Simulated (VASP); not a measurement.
Crystal: NaCu2.

```xyz
3
Lattice="4.3966 0.0000 0.0000 -2.1983 3.8075 0.0000 0.0000 0.0000 2.7949" Properties=species:S:1:pos:R:3 pbc="T T T"
Na    0.0000    0.0000    0.0000
Cu    0.0000    2.5384    1.3974
Cu    2.1983    1.2692    1.3974
```

| Property | Result |
| --- | --- |
| Program | VASP 6.6.1 |
| Task | relaxation of cell and atoms |
| Functional | PBE |
| Potentials or basis | VASP PAW PBE potentials, release 64 (Na_pv, Cu) |
| Cutoff | 600 eV |
| k mesh | 12 × 12 × 16 |
| Occupations | gaussian, width 0.1 eV |
| Spin | no spin polarisation |

At the start: pressure 1.6 GPa; volume 15.60 Å³/atom.

**Question.** How do energy, volume and symmetry change on relaxing?

**Answer.** Over 16 steps the energy falls by 21.9 meV/atom and the volume is 15.72 Å³/atom (+0.8 %); space group P6/mmm (No. 191, to 0.1 Å) before and after.

Step by step:
```csv
step,energy change (eV),largest force (eV/Å),pressure (GPa),volume (Å³)
1,0.0000,0.0000,1.62,46.79
2,-0.0266,0.0000,-0.15,47.85
3,-0.0356,0.0000,-1.47,48.51
4,-0.0375,0.0000,-1.35,48.77
5,-0.0388,0.0000,-2.24,49.28
6,-0.0532,0.0000,-2.10,48.87
7,-0.0590,0.0000,-1.67,48.17
8,-0.0600,0.0000,-1.18,48.38
9,-0.0649,0.0000,-0.62,47.63
10,-0.0655,0.0000,0.21,47.30
11,-0.0654,0.0000,-0.43,47.42
12,-0.0655,0.0000,-0.35,47.36
13,-0.0655,0.0000,-0.38,47.33
14,-0.0658,0.0000,-0.05,47.19
15,-0.0658,0.0000,0.11,47.16
16,-0.0658,0.0000,0.06,47.17
```

Final structure:
```
Na Cu
1.0
     4.56665    0.00000    0.00000
    -2.28333    3.95484    0.00000
     0.00000    0.00000    2.61170
Na Cu
1 2
Cartesian
  0.0000 0.0000 0.0000
  0.0000 2.6366 1.3058
  2.2833 1.3183 1.3058
```
